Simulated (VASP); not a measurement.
**Hf: single point with PBEsol**

Crystal: Hf.

```
Hf
1.0
    -1.85013    1.85013    1.71475
     1.85013   -1.85013    1.71475
     1.85013    1.85013   -1.71475
Hf
1
Direct
  0.00000 0.00000 0.00000
```

This cell differs from its parent crystal: strain +0.025 along x and y, -0.050 along z.

```
Program                : VASP 6.6.1
Task                   : single point
Functional             : PBEsol
Potentials or basis    : VASP PAW PBE potentials, release 64 (Hf_pv)
Cutoff                 : 520 eV
k mesh                 : 18 × 18 × 18
Occupations            : gaussian, width 0.15 eV
Spin                   : no spin polarisation
Dipole correction      : no
Further INCAR settings : ALGO = Fast; EDIFF = 1e-07; NBANDS = 11
```

```
Pressure               : -9.0 GPa
Band gap on the k mesh : zero (bands 5 and 6 overlap by 2.00 eV)
```

Stress tensor (GPa, compression positive):
```
 -7.76   0.00   0.00
  0.00  -7.76   0.00
  0.00   0.00 -11.58
```

Levels at points of the mesh, in eV from the Fermi level:
```tsv
k point	band 1	band 2	band 3	band 4	band 5	band 6	band 7	band 8	band 9	band 10
(0.00, 0.00, 0.00)	-30.00	-30.00	-29.99	-6.91	0.94	1.77	1.77	3.49	4.62	12.71
(0.50, 0.00, 0.00)	-30.70	-30.24	-30.02	-3.21	-0.71	1.07	3.97	5.35	7.15	9.55
(0.50, 0.50, 0.00)	-30.70	-30.19	-29.98	-3.36	0.15	0.62	3.20	4.51	7.04	9.28
(0.50, 0.50, 0.50)	-30.52	-30.52	-30.41	-2.48	-2.31	6.26	6.26	6.33	6.33	6.57
```

Wall time 36 s on 1 thread of Intel(R) Xeon(R) 6975P-C (Granite Rapids), on a shared host, peak memory 0.23 GiB.

Caveat: the cell differs from its parent crystal (strain +0.025 along x and y, -0.050 along z); the cell stands under tension; the PAW data sets were made with another functional, which shifts forces and pressure a little; spin-orbit coupling is left out, which moves the levels of the heavy elements.
